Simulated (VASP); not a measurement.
# ZrTi2B3 (P6mm) in VASP: relaxation of cell and atoms with PBE

Aim: the relaxation of cell and atoms of ZrTi2B3 with PBE.

All numbers are computed with VASP 6.6.1; they aren't measurements. Logs are shortened: lines on timing, memory, paths and dates and some standing lists are left out, and cuts for length are marked.

**1. The cell of the first run**

The structure is hexagonal, space group P6mm (No. 183). Conventional cell: a = 4.715 Å, b = 4.715 Å, c = 3.311 Å, α = 90.00°, β = 90.00°, γ = 120.00°. Zr (site symmetry 6mm) has 6 Ti at 2.73 Å and 12 B at 2.75 to 3.02 Å and 2 Zr at 3.31 Å within 3.6 Å. Ti (site symmetry 3m) has 6 B at 2.13 to 2.15 Å and 3 Ti at 2.72 Å and 3 Zr at 2.73 Å within 2.8 Å. Within 2.8 Å of B (site symmetry 2mm) lie 4 Ti at 2.13 to 2.15 Å and 4 B at 2.36 Å and 2 Zr at 2.75 Å.

**2. Relaxation of cell and atoms, PBE**

File INCAR:

```
SYSTEM = ZrTi2B3
PREC = Accurate ; ENCUT = 600
EDIFF = 1E-6 ; ISMEAR = 0
SIGMA = 0.2 ; LREAL = .FALSE.
LASPH = .TRUE. ; NELM = 80
ALGO = Normal ; ISIF = 3
LWAVE = .FALSE. ; LCHARG = .FALSE.
GGA = PE ; IBRION = 2
NSW = 36 ; EDIFFG = -0.08
```

File KPOINTS:

```
Automatic mesh
0
G
  4 4 5
  0 0 0
```

File POSCAR:

```
ZrTi2B3
1.0
    4.7146306300      0.0000000000      0.0000000000
   -2.3573153200      4.0829899000      0.0000000000
    0.0000000000      0.0000000000      3.3114130100
Zr Ti B
1 2 3
Direct
    0.0000000000      0.0000000000      0.8888130200
    0.6666666700      0.3333333300      0.9631379800
    0.3333333300      0.6666666700      0.9631379800
    0.5000000000      0.5000000000      0.4595159900
    0.5000000000      0.0000000000      0.4595159900
    0.0000000000      0.5000000000      0.4595159900
```

Potentials or basis: VASP PAW PBE potentials, release 64 (Zr_sv, Ti_sv, B).

Started as:

```sh
cat potpaw_PBE.64/Zr_sv/POTCAR potpaw_PBE.64/Ti_sv/POTCAR potpaw_PBE.64/B/POTCAR > POTCAR
mpirun -np 1 vasp_std > vasp.out
```

OUTCAR:

```text
SYSTEM = ZrTi2B3
   PREC = Accurate
   ENCUT = 600
   EDIFF = 1E-6
   ISMEAR = 0
   LREAL = .FALSE.
   LASPH = .TRUE.
   NELM = 80
   ISIF = 3
   GGA = PE
   IBRION = 2
   NSW = 36
   EDIFFG = -0.08

 ion  position               nearest neighbor table
   1  0.000  0.000  0.889-   2 2.73   3 2.73   2 2.73   3 2.73   2 2.73   3 2.73   5 2.75   5 2.75
                             4 2.75   4 2.75   6 2.75   6 2.75   5 3.02   5 3.02   4 3.02   4 3.02
   2  0.667  0.333  0.963-   6 2.13   5 2.13   4 2.13   6 2.15   5 2.15   4 2.15   3 2.72   3 2.72
                             3 2.72   1 2.73   1 2.73   1 2.73
   3  0.333  0.667  0.963-   6 2.13   5 2.13   4 2.13   6 2.15   5 2.15   4 2.15   2 2.72   2 2.72
                             2 2.72   1 2.73   1 2.73   1 2.73
   4  0.500  0.500  0.460-   2 2.13   3 2.13   2 2.15   3 2.15   1 2.75   1 2.75   1 3.02   1 3.02

   5  0.500  0.000  0.460-   2 2.13   3 2.13   2 2.15   3 2.15   1 2.75   1 2.75   1 3.02   1 3.02

   6  0.000  0.500  0.460-   2 2.13   3 2.13   2 2.15   3 2.15   1 2.75   1 2.75   1 3.02   1 3.02

  LATTYP: Found a hexagonal cell.
 ALAT       =     4.7146306300
 C/A-ratio  =     0.7023695534

  Lattice vectors:

 A1 = (   4.7146306300,   0.0000000000,   0.0000000000)
 A2 = (  -2.3573153200,   4.0829899000,   0.0000000000)
 A3 = (   0.0000000000,   0.0000000000,   3.3114130100)

Analysis of symmetry for initial positions (statically):
=====================================================================
 Subroutine PRICEL returns:
 Original cell was already a primitive cell.

 Routine SETGRP: Setting up the symmetry group for a
 hexagonal supercell.

 Subroutine GETGRP returns: Found 12 space group operations
 (whereof 12 operations were pure point group operations)
 out of a pool of 24 trial point group operations.

The static configuration has the point symmetry C_6v.

Analysis of symmetry for dynamics (positions and initial velocities):
=====================================================================
 Subroutine PRICEL returns:
 Original cell was already a primitive cell.

 Routine SETGRP: Setting up the symmetry group for a
 hexagonal supercell.

 Subroutine GETGRP returns: Found 12 space group operations
 (whereof 12 operations were pure point group operations)
 out of a pool of 24 trial point group operations.

The dynamic configuration has the point symmetry C_6v.

 Subroutine INISYM returns: Found 12 space group operations
 (whereof 12 operations are pure point group operations),
 and found     1 'primitive' translations

----------------------------------------------------------------------------------------

                                     Primitive cell

  volume of cell :      63.7440

  direct lattice vectors                    reciprocal lattice vectors
     4.714630630  0.000000000  0.000000000     0.212105694  0.122459279  0.000000000
    -2.357315320  4.082989900  0.000000000     0.000000000  0.244918558  0.000000000
     0.000000000  0.000000000  3.311413010     0.000000000  0.000000000  0.301985888

  length of vectors
     4.714630630  4.714630637  3.311413010     0.244918559  0.244918558  0.301985888

  position of ions in fractional coordinates (direct lattice)
     0.000000000  0.000000000  0.888813020
     0.666666670  0.333333330  0.963137980
     0.333333330  0.666666670  0.963137980
     0.500000000  0.500000000  0.459515990
     0.500000000  0.000000000  0.459515990
     1.000000000  0.500000000  0.459515990

  ion indices of the primitive-cell ions
   primitive index   ion index
                 1           1
                 2           2
                 3           3
                 4           4
                 5           5
                 6           6

----------------------------------------------------------------------------------------

 KPOINTS: Automatic mesh

Automatic generation of k-mesh.
 Grid dimensions read from file:
 generate k-points for:    4    4    5

 Generating k-lattice:

  Cartesian coordinates                     Fractional coordinates (reciprocal lattice)
     0.053026423  0.030614820  0.000000000     0.250000000 -0.000000000  0.000000000
     0.000000000  0.061229640  0.000000000     0.000000000  0.250000000  0.000000000
     0.000000000  0.000000000  0.060397178     0.000000000  0.000000000  0.200000000

  Length of vectors
     0.061229640  0.061229640  0.060397178

  Shift w.r.t. Gamma in fractional coordinates (k-lattice)
     0.000000000  0.000000000  0.000000000

 Subroutine IBZKPT returns following result:
 ===========================================

 Found     12 irreducible k-points:

 Following reciprocal coordinates:
            Coordinates               Weight
  0.000000  0.000000  0.000000      1.000000
  0.250000 -0.000000  0.000000      6.000000
  0.500000 -0.000000  0.000000      3.000000
  0.250000  0.250000  0.000000      6.000000
  0.000000  0.000000  0.200000      2.000000
  0.250000 -0.000000  0.200000     12.000000
  0.500000 -0.000000  0.200000      6.000000
  0.250000  0.250000  0.200000     12.000000
  0.000000  0.000000  0.400000      2.000000
  0.250000 -0.000000  0.400000     12.000000
  0.500000 -0.000000  0.400000      6.000000
  0.250000  0.250000  0.400000     12.000000
   k-points           NKPTS =     12   k-points in BZ     NKDIM =     12   number of bands    NBANDS=     27
   number of dos      NEDOS =    301   number of ions     NIONS =      6
   total plane-waves  NPLWV =  44800
   dimension x,y,z NGX =    40 NGY =   40 NGZ =   28
   dimension x,y,z NGXF=    80 NGYF=   80 NGZF=   56
   ions per type =               1   2   3
   NGX,Y,Z   is equivalent  to a cutoff of  14.10, 14.10, 14.06 a.u.
   NGXF,Y,Z  is equivalent  to a cutoff of  28.21, 28.21, 28.11 a.u.
 SYSTEM =  ZrTi2B3
   PREC   = accura    normal or accurate (medium, high low for compatibility)
   ISTART =      0    job   : 0-new  1-cont  2-samecut
   ICHARG =      2    charge: 1-file 2-atom 10-const
   ISPIN  =      1    spin polarized calculation?
   LNONCOLLINEAR =      F non collinear calculations
   LSORBIT =      F    spin-orbit coupling
   LASPH  =      T    aspherical Exc in radial PAW
   ENCUT  =  600.0 eV  44.10 Ry    6.64 a.u.   9.42  9.42  6.61*2*pi/ulx,y,z
   NELM   =     80;   NELMIN=  2; NELMDL= -5     # of ELM steps
   EDIFF  = 0.1E-05   stopping-criterion for ELM
   LREAL  =      F    real-space projection
   EDIFFG = -.8E-01   stopping-criterion for IOM
   NSW    =     36    number of steps for IOM
   IBRION =      2    ionic relax: 0-MD 1-quasi-New 2-CG
   NFREE  =      1    steps in history (QN), initial steepest desc. (CG)
   ISIF   =      3    stress and relaxation
   ISYM   =      2    0-nonsym 1-usesym 2-fastsym
   POTIM  = 0.5000    time-step for ionic-motion
   TEBEG  =    0.0;   TEEND  =   0.0 temperature during run
   PSTRESS=    0.0 pullay stress
   NELECT =      45.0000    total number of electrons
   NUPDOWN=      -1.0000    fix difference up-down
   EMIN   =  10.00;   EMAX   =-10.00  energy-range for DOS
   EFERMI =   0.00;   METHOD = LEGACY
   ISMEAR =     0;   SIGMA  =   0.20  broadening in eV -4-tet -1-fermi 0-gaus
   EFERMI_NEDOS =   21; number of points for ismear=-14 and -15
   IALGO  =     38    algorithm
   IMIX   =      4    mixing-type and parameters
     AMIX     =   0.40;   BMIX     =  1.00
     AMIX_MAG =   1.60;   BMIX_MAG =  1.00
  volume/ion in A,a.u.               =      10.62        71.69
  Fermi-wavevector in a.u.,A,eV,Ry     =   1.457692  2.754639 28.910573  2.124867
  Thomas-Fermi vector in A             =   2.574464
   LORBIT       =      0    0 simple, 1 ext, 2 COOP (PROOUT), +10 PAW based schemes
   GGA     = PE    functional components
   LHFCALC =     F    Hartree Fock is set to
   AEXX    =    0.0000 exact exchange contribution
   IVDW    =     0    specifies the selected vdW correction
   LEPSILON=     F    determine dielectric tensor
   LRPA    =     F    only Hartree local field effects (RPA)
 conjugate gradient relaxation of ions
 non-spin polarized calculation
 Gauss-broadening in eV      SIGMA  =   0.20
  energy-cutoff  :      600.00
  volume of cell :       63.74
 maximum number of plane-waves:      2155
 NGX is ok and might be reduce to    40
   NGX = 19   NGY = 19   NGZ = 13

--------------------------------------- Ionic step        1  -------------------------------------------

 number of electron      44.9999998 magnetization

 Free energy of the ion-electron system (eV)
  ---------------------------------------------------
  ext. energy  EPLUGINS =         0.00000000
  ---------------------------------------------------
  free energy    TOTEN  =       -42.99965365 eV

  energy without entropy =      -42.94917177  energy(sigma->0) =      -42.97441271

 E-fermi :  10.3392     XC(G=0): -12.5861

 val. band max:       10.3085481777   @ k =   0.0000   0.0000   0.2000
 cond. band min:      10.4029328849   @ k =   0.2500  -0.0000   0.0000
 fundamental gap:      0.0943847073
 Fermi energy:        10.3392051623

 k-point     1 :       0.0000    0.0000    0.0000
  band No.  band energies     occupation
      1     -45.2791      2.00000
      2     -45.1311      2.00000
      3     -38.6971      2.00000
      4     -21.8814      2.00000
      5     -21.8814      2.00000
      6     -21.6281      2.00000
[... 462 lines left out ...]
  FREE ENERGIE OF THE ION-ELECTRON SYSTEM (eV)
  ---------------------------------------------------
  free  energy   TOTEN  =       -44.1469312740 eV

  energy  without entropy=      -44.0920757323  energy(sigma->0) =      -44.11950350

[... ionic steps 4 to 22 ...]

--------------------------------------- Ionic step       23  -------------------------------------------

 number of electron      44.9999998 magnetization

------------------------ aborting loop because EDIFF is reached ----------------------------------------

  FORCE on cell =-STRESS in cart. coord.  units (eV):
  Direction    XX          YY          ZZ          XY          YZ          ZX
  --------------------------------------------------------------------------------------
  -------------------------------------------------------------------------------------
  Total        0.0746432      0.0746432      0.1290329     -0.0000000      0.0000000      0.0000000
  in kB        1.5956433      1.5956433      2.7583286     -0.0000000      0.0000000      0.0000000
  external PRESSURE =       1.9832050 kB  Pullay stress =       0.0000000 kB
[... 65 lines left out ...]
  energy  without entropy=      -46.4453487972  energy(sigma->0) =      -46.47953212

--------------------------------------- Ionic step       25  -------------------------------------------

 number of electron      44.9999998 magnetization

 Free energy of the ion-electron system (eV)
  ---------------------------------------------------
  ext. energy  EPLUGINS =         0.00000000
  ---------------------------------------------------
  free energy    TOTEN  =       -46.51413202 eV

  energy without entropy =      -46.44613875  energy(sigma->0) =      -46.48013538

 E-fermi :   8.0331     XC(G=0): -11.7964

 val. band max:        7.9523446480   @ k =   0.2500   0.2500   0.0000
 cond. band min:       8.0411403512   @ k =   0.2500  -0.0000   0.2000
 fundamental gap:      0.0887957031
 Fermi energy:         8.0331469707

 k-point     1 :       0.0000    0.0000    0.0000
  band No.  band energies     occupation
      1     -48.0375      2.00000
      2     -47.9622      2.00000
      3     -40.4257      2.00000
      4     -24.4022      2.00000
      5     -24.3867      2.00000
      6     -24.3867      2.00000
[... 382 lines left out ...]
  FREE ENERGIE OF THE ION-ELECTRON SYSTEM (eV)
  ---------------------------------------------------
  free  energy   TOTEN  =       -46.5141320217 eV

  energy  without entropy=      -46.4461387460  energy(sigma->0) =      -46.48013538

 reached required accuracy - stopping structural energy minimisation
```

Run time: 7.8 min. Hardware: 1 thread of Intel Xeon Platinum 8375C at 2.90GHz (Ice Lake), shared host; peak memory 0.22 GiB.

Results:

```yaml
Free_energy: -46.5141 eV
Relaxed_volume: 12.52 Å³/atom
Relaxed_cell: a = 4.957 Å, b = 4.957 Å, c = 3.528 Å, α = 90.00°, β = 90.00°, γ = 120.00°
Space_group_after_relaxing_to_0.05_Å: P6mm (No. 183)
Energy_gained_by_relaxing: 585.7 meV/atom
Ionic_steps: 25
Pressure_after_relaxing: -0.1 GPa
Largest_force_after_relaxing: 0.073 eV/Å
```

Forces in eV/Å, atoms in the order of the input:
```
Zr   0.000  0.000 -0.073
Ti   0.000  0.000 -0.039
Ti   0.000  0.000 -0.039
B    0.000  0.000  0.051
B    0.000  0.000  0.051
B    0.000  0.000  0.051
```

The path:
| step | energy change (eV) | largest force (eV/Å) | pressure (GPa) | volume (Å³) |
| --- | --- | --- | --- | --- |
| 1 | 0.0000 | 1.4673 | 34.94 | 63.74 |
| 2 | -0.3729 | 1.2905 | -18.40 | 87.60 |
| 3 | -1.1473 | 1.3479 | -1.26 | 75.58 |
| 4 | -1.1478 | 1.3496 | -0.77 | 75.33 |
| 5 | -1.2734 | 1.6345 | -0.82 | 75.46 |
| 6 | -1.6374 | 2.2137 | -0.57 | 75.77 |
| 7 | -1.9845 | 2.0044 | 1.81 | 76.02 |
| 8 | -2.0133 | 1.9317 | 1.70 | 76.09 |
| 9 | -2.0885 | 1.7051 | 1.33 | 76.31 |
| 10 | -2.1884 | 1.2595 | 0.64 | 76.73 |
| 11 | -2.2030 | 0.4722 | -0.45 | 77.57 |
| 12 | -2.2243 | 0.7731 | -0.05 | 77.22 |
| 13 | -2.3517 | 0.7416 | -0.54 | 77.24 |
| 14 | -2.6894 | 0.6353 | -1.83 | 77.23 |
| 15 | -3.1889 | 0.5347 | -3.28 | 77.05 |
| 16 | -3.3897 | 0.9626 | -1.82 | 76.02 |
| 17 | -3.4369 | 0.8104 | -2.86 | 76.42 |
| 18 | -3.4887 | 0.4628 | -0.68 | 75.34 |
| 19 | -3.5008 | 0.1934 | 1.11 | 74.55 |
| 20 | -3.5089 | 0.1445 | 0.13 | 74.96 |
| 21 | -3.5107 | 0.1295 | -0.62 | 75.29 |
| 22 | -3.5127 | 0.1147 | -0.17 | 75.10 |
| 23 | -3.5132 | 0.1028 | 0.20 | 74.95 |
| 24 | -3.5141 | 0.0915 | 0.07 | 75.00 |
| 25 | -3.5145 | 0.0733 | -0.11 | 75.09 |

Final structure:
```
Zr Ti B
1.0
     4.95743    0.00000    0.00000
    -2.47871    4.29326    0.00000
     0.00000    0.00000    3.52826
Zr Ti B
1 2 3
Direct
  0.00000 0.00000 0.53925
  0.66667 0.33333 0.03138
  0.33333 0.66667 0.03138
  0.50000 0.50000 0.53055
  0.50000 0.00000 0.53055
  0.00000 0.50000 0.53055
```

Caveat: the k points lie up to 0.37 Å⁻¹ apart in the final cell; the volume moved by over 15 % at a fixed basis, so the end points are rough; the relaxation stopped at a loose force limit of 0.08 eV/Å, so its end isn't a converged minimum.
